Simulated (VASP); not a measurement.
# Ga (P6_3/mmc) in VASP: notebook, part 2 of 2

VASP 6.6.1.

## Step 3: Single point, PBEsol

Input file INCAR:

```
SYSTEM = Ga
PREC = Accurate ; ENCUT = 520
EDIFF = 1E-6 ; ISMEAR = -1
SIGMA = 0.08 ; LREAL = .False.
LASPH = .True. ; NELM = 80
ALGO = Normal ; ISIF = 2
LWAVE = .False. ; LCHARG = .False.
GGA = PS ; NBANDS = 20
```

Input file KPOINTS:

```
regular mesh
0
Gamma
  17 17 9
  0 0 0
```

Input file POSCAR:

```
Ga
1.0
    2.4714567615      0.0000000000      0.0000000000
   -1.2357283808      2.1403443398      0.0000000000
    0.0000000000      0.0000000000      4.0752140266
Ga
2
Direct
    0.3333333333      0.6666666667      0.2500000000
    0.6666666667      0.3333333333      0.7500000000
```

Potentials or basis: VASP PAW PBE potentials, release 64 (Ga_d).

Run with:

```sh
> cat potpaw_PBE.64/Ga_d/POTCAR > POTCAR
> mpirun -np 1 vasp_std > vasp.out
```

OUTCAR:

```text
SYSTEM = Ga
   PREC = Accurate
   ENCUT = 520
   EDIFF = 1E-6
   ISMEAR = -1
   LREAL = .False.
   LASPH = .True.
   NELM = 80
   ISIF = 2
   GGA = PS

 ion  position               nearest neighbor table
   1  0.333  0.667  0.250-   2 2.49   2 2.49   2 2.49   2 2.49   2 2.49   2 2.49
   2  0.667  0.333  0.750-   1 2.49   1 2.49   1 2.49   1 2.49   1 2.49   1 2.49

  LATTYP: Found a hexagonal cell.
 ALAT       =     2.4714567615
 C/A-ratio  =     1.6489117229

  Lattice vectors:

 A1 = (   2.4714567615,   0.0000000000,   0.0000000000)
 A2 = (  -1.2357283808,   2.1403443398,   0.0000000000)
 A3 = (   0.0000000000,   0.0000000000,   4.0752140266)

Analysis of symmetry for initial positions (statically):
=====================================================================
 Subroutine PRICEL returns:
 Original cell was already a primitive cell.

 Routine SETGRP: Setting up the symmetry group for a
 hexagonal supercell.

 Subroutine GETGRP returns: Found 24 space group operations
 (whereof 12 operations were pure point group operations)
 out of a pool of 24 trial point group operations.

The static configuration has the point symmetry D_3d.
 The point group associated with its full space group is D_6h.

Analysis of symmetry for dynamics (positions and initial velocities):
=====================================================================
 Subroutine PRICEL returns:
 Original cell was already a primitive cell.

 Routine SETGRP: Setting up the symmetry group for a
 hexagonal supercell.

 Subroutine GETGRP returns: Found 24 space group operations
 (whereof 12 operations were pure point group operations)
 out of a pool of 24 trial point group operations.

The dynamic configuration has the point symmetry D_3d.
 The point group associated with its full space group is D_6h.

 Subroutine INISYM returns: Found 24 space group operations
 (whereof 12 operations are pure point group operations),
 and found     1 'primitive' translations

----------------------------------------------------------------------------------------

                                     Primitive cell

  volume of cell :      21.5569

  direct lattice vectors                    reciprocal lattice vectors
     2.471456761  0.000000000  0.000000000     0.404619662  0.233607271  0.000000000
    -1.235728381  2.140344340  0.000000000     0.000000000  0.467214542  0.000000000
     0.000000000  0.000000000  4.075214027     0.000000000  0.000000000  0.245385885

  length of vectors
     2.471456761  2.471456762  4.075214027     0.467214542  0.467214542  0.245385885

  position of ions in fractional coordinates (direct lattice)
     0.333333333  0.666666667  0.250000000
     0.666666667  0.333333333  0.750000000

  ion indices of the primitive-cell ions
   primitive index   ion index
                 1           1
                 2           2

----------------------------------------------------------------------------------------

 KPOINTS: regular mesh

Automatic generation of k-mesh.
 Grid dimensions read from file:
 generate k-points for:   17   17    9

 Generating k-lattice:

  Cartesian coordinates                     Fractional coordinates (reciprocal lattice)
     0.023801157  0.013741604  0.000000000     0.058823529 -0.000000000  0.000000000
     0.000000000  0.027483208  0.000000000     0.000000000  0.058823529  0.000000000
     0.000000000  0.000000000  0.027265098     0.000000000  0.000000000  0.111111111

  Length of vectors
     0.027483208  0.027483208  0.027265098

  Shift w.r.t. Gamma in fractional coordinates (k-lattice)
     0.000000000  0.000000000  0.000000000

 Subroutine IBZKPT returns following result:
 ===========================================

 Found    165 irreducible k-points:

 Following reciprocal coordinates:
            Coordinates               Weight
  0.000000  0.000000  0.000000      1.000000
  0.058824  0.000000  0.000000      6.000000
  0.117647  0.000000  0.000000      6.000000
  0.176471  0.000000  0.000000      6.000000
  0.235294  0.000000  0.000000      6.000000
  0.294118  0.000000  0.000000      6.000000
[... 16 lines left out ...]
  0.411765  0.117647  0.000000     12.000000
  0.176471  0.176471  0.000000      6.000000
 [... further k-points ...]
   k-points           NKPTS =    165   k-points in BZ     NKDIM =    165   number of bands    NBANDS=     20
   number of dos      NEDOS =    301   number of ions     NIONS =      2
   total plane-waves  NPLWV =   9720
   dimension x,y,z NGX =    18 NGY =   18 NGZ =   30
   dimension x,y,z NGXF=    36 NGYF=   36 NGZF=   60
   ions per type =               2
   NGX,Y,Z   is equivalent  to a cutoff of  12.11, 12.11, 12.24 a.u.
   NGXF,Y,Z  is equivalent  to a cutoff of  24.22, 24.22, 24.48 a.u.
 SYSTEM =  Ga
   PREC   = accura    normal or accurate (medium, high low for compatibility)
   ISTART =      0    job   : 0-new  1-cont  2-samecut
   ICHARG =      2    charge: 1-file 2-atom 10-const
   ISPIN  =      1    spin polarized calculation?
   LNONCOLLINEAR =      F non collinear calculations
   LSORBIT =      F    spin-orbit coupling
   LASPH  =      T    aspherical Exc in radial PAW
   ENCUT  =  520.0 eV  38.22 Ry    6.18 a.u.   4.60  4.60  7.58*2*pi/ulx,y,z
   NELM   =     80;   NELMIN=  2; NELMDL= -5     # of ELM steps
   EDIFF  = 0.1E-05   stopping-criterion for ELM
   LREAL  =      F    real-space projection
   EDIFFG = 0.1E-04   stopping-criterion for IOM
   NSW    =      0    number of steps for IOM
   IBRION =     -1    ionic relax: 0-MD 1-quasi-New 2-CG
   NFREE  =      0    steps in history (QN), initial steepest desc. (CG)
   ISIF   =      2    stress and relaxation
   ISYM   =      2    0-nonsym 1-usesym 2-fastsym
   POTIM  = 0.5000    time-step for ionic-motion
   TEBEG  =    0.0;   TEEND  =   0.0 temperature during run
   PSTRESS=    0.0 pullay stress
   NELECT =      26.0000    total number of electrons
   NUPDOWN=      -1.0000    fix difference up-down
   EMIN   =  10.00;   EMAX   =-10.00  energy-range for DOS
   EFERMI =   0.00;   METHOD = LEGACY
   ISMEAR =    -1;   SIGMA  =   0.08  broadening in eV -4-tet -1-fermi 0-gaus
   EFERMI_NEDOS =   21; number of points for ismear=-14 and -15
   IALGO  =     38    algorithm
   IMIX   =      4    mixing-type and parameters
     AMIX     =   0.40;   BMIX     =  1.00
     AMIX_MAG =   1.60;   BMIX_MAG =  1.00
  volume/ion in A,a.u.               =      10.78        72.74
  Fermi-wavevector in a.u.,A,eV,Ry     =   1.742624  3.293081 41.317314  3.036737
  Thomas-Fermi vector in A             =   2.814853
   LORBIT       =      0    0 simple, 1 ext, 2 COOP (PROOUT), +10 PAW based schemes
   GGA     = PS    functional components
   LHFCALC =     F    Hartree Fock is set to
   AEXX    =    0.0000 exact exchange contribution
   IVDW    =     0    specifies the selected vdW correction
   LEPSILON=     F    determine dielectric tensor
   LRPA    =     F    only Hartree local field effects (RPA)
 non-spin polarized calculation
  energy-cutoff  :      520.00
  volume of cell :       21.56
 maximum number of plane-waves:       594
   NGX =  9   NGY =  9   NGZ = 15

 number of electron      26.0000039 magnetization

 Free energy of the ion-electron system (eV)
  ---------------------------------------------------
  ext. energy  EPLUGINS =         0.00000000
  ---------------------------------------------------
  free energy    TOTEN  =        -3.92970684 eV

  energy without entropy =       -3.91513418  energy(sigma->0) =       -3.92242051

 E-fermi :  12.5437     XC(G=0): -14.3119

 val. band max:       12.5261350582   @ k =   0.2941   0.0588   0.1111
 cond. band min:      12.5475305037   @ k =   0.2941   0.1176   0.1111
 fundamental gap:      0.0213954455
 Fermi energy:        12.5436749656

 k-point     1 :       0.0000    0.0000    0.0000
  band No.  band energies     occupation
      1      -4.3872      2.00000
      2      -4.3104      2.00000
      3      -3.7828      2.00000
      4      -3.7122      2.00000
      5      -3.7122      2.00000
      6      -3.6166      2.00000
[... 12 lines left out ...]
     19      31.1338      0.00000
     20      31.8128      0.00000

 k-point     2 :       0.0588    0.0000    0.0000
  band No.  band energies     occupation
      1      -4.3590      2.00000
      2      -4.1944      2.00000
      3      -3.8002      2.00000
      4      -3.6929      2.00000
      5      -3.6870      2.00000
      6      -3.6213      2.00000
[... 498 lines left out ...]
 k-point    24 :       0.1765    0.1765    0.0000
  band No.  band energies     occupation
      1      -4.0686      2.00000
      2      -4.0354      2.00000
      3      -3.9317      2.00000
      4      -3.7098      2.00000
      5      -3.6075      2.00000
      6      -3.4769      2.00000
[... 12 lines left out ...]
     19      25.3539      0.00000
     20      32.2616      0.00000

 [... further k-points ...]
[... 5 lines left out ...]
  --------------------------------------------------------------------------------------
  -------------------------------------------------------------------------------------
  Total       13.5408420     13.5408420     13.5442666     -0.0000000      0.0000000      0.0000000
  in kB     1006.3966083   1006.3966083   1006.6511373     -0.0000000      0.0000000      0.0000000
  external PRESSURE =    1006.4814513 kB  Pullay stress =       0.0000000 kB

 VOLUME and BASIS-vectors are now :
 -----------------------------------------------------------------------------
  energy-cutoff  :      520.00
  volume of cell :       21.56
      direct lattice vectors                 reciprocal lattice vectors
     2.471456761  0.000000000  0.000000000     0.404619662  0.233607271  0.000000000
    -1.235728381  2.140344340  0.000000000     0.000000000  0.467214542  0.000000000
     0.000000000  0.000000000  4.075214027     0.000000000  0.000000000  0.245385885

 POSITION                                       TOTAL-FORCE (eV/Angst)
 -----------------------------------------------------------------------------------
     -0.00000      1.42690      1.01880        -0.000000     -0.000000      0.000000
      1.23573      0.71345      3.05641         0.000000      0.000000      0.000000
 -----------------------------------------------------------------------------------
    total drift:                               -0.000000      0.000000     -0.000000

  FREE ENERGIE OF THE ION-ELECTRON SYSTEM (eV)
  ---------------------------------------------------
  free  energy   TOTEN  =        -3.9297068389 eV

  energy  without entropy=       -3.9151341798  energy(sigma->0) =       -3.92242051
```

Wall time 22 s (1 thread of AMD EPYC 9R45 (Zen 5), shared host); peak memory 0.14 GiB.

What came out:

| Quantity | Value |
| --- | --- |
| Free energy | -3.9297 eV |
| Pressure | 100.6 GPa |
| Band gap on the k mesh | zero (band 13 reaches 17.70 eV, above the bottom of band 14 at 8.71 eV) |

Levels at points of the mesh, in eV from the Fermi level:
| k point | band 10 | band 11 | band 12 | band 13 | band 14 | band 15 | band 16 | band 17 |
| --- | --- | --- | --- | --- | --- | --- | --- | --- |
| (0.00, 0.00, 0.00) | -15.54 | -15.54 | -7.80 | -5.79 | 15.25 | 15.25 | 17.20 | 17.49 |

Caveat: the PAW data sets were made with another functional, which shifts forces and pressure a little.
